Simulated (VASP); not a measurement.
**SiC: elastic constants with PBEsol**

SiC:

```
Si C
1.0
     0.00000    2.13970    2.13970
     2.13970    0.00000    2.13970
     2.13970    2.13970    0.00000
Si C
1 1
Direct
  0.00000 0.00000 0.00000
  0.25000 0.25000 0.25000
```

```yaml
Program: VASP 6.6.1
Task: elastic constants
Functional: PBEsol
Potentials_or_basis: VASP PAW PBE potentials, release 64 (Si, C)
Cutoff: 600 eV
k_mesh: 12 × 12 × 12
Occupations: gaussian, width 0.01 eV
Spin: no spin polarisation
Dipole_correction: no
Ions_in_elastic_constants: relaxed
Further_INCAR_settings: ALGO = Normal; EDIFF = 1e-08; IBRION = 6; POTIM = 0.015; NSW = 1; ISIF = 3
```

```yaml
Elastic_constants_C11_C12_C44: 426, 174, 265 GPa
Voigt_bulk_modulus: 258 GPa
Highest_phonon_frequency_at_Γ_LO-TO_splitting_left_out: 837 cm⁻¹
```

Phonon frequencies in cm⁻¹ (negative: imaginary):
```
              q point        frequencies
(0.000, 0.000, 0.000)  0 0 0 837 837 837
```

Elastic tensor in Voigt notation (GPa, in the Cartesian axes of the cell as first typed):
```
426 174 174   0   0   0
174 426 174   0   0   0
174 174 426   0   0   0
  0   0   0 265   0   0
  0   0   0   0 265   0
  0   0   0   0   0 265
```

Clamped-ion elastic tensor (GPa):
```
426 174 174   0   0   0
174 426 174   0   0   0
174 174 426   0   0   0
  0   0   0 316   0   0
  0   0   0   0 316   0
  0   0   0   0   0 316
```

Run time: 9.4 min on 1 thread of Intel Xeon 8259CL (shared host), peak memory 0.31 GiB.

Caveat: the cell is under stress, which shifts elastic constants; the PAW data sets were made with another functional, which shifts forces and pressure a little.
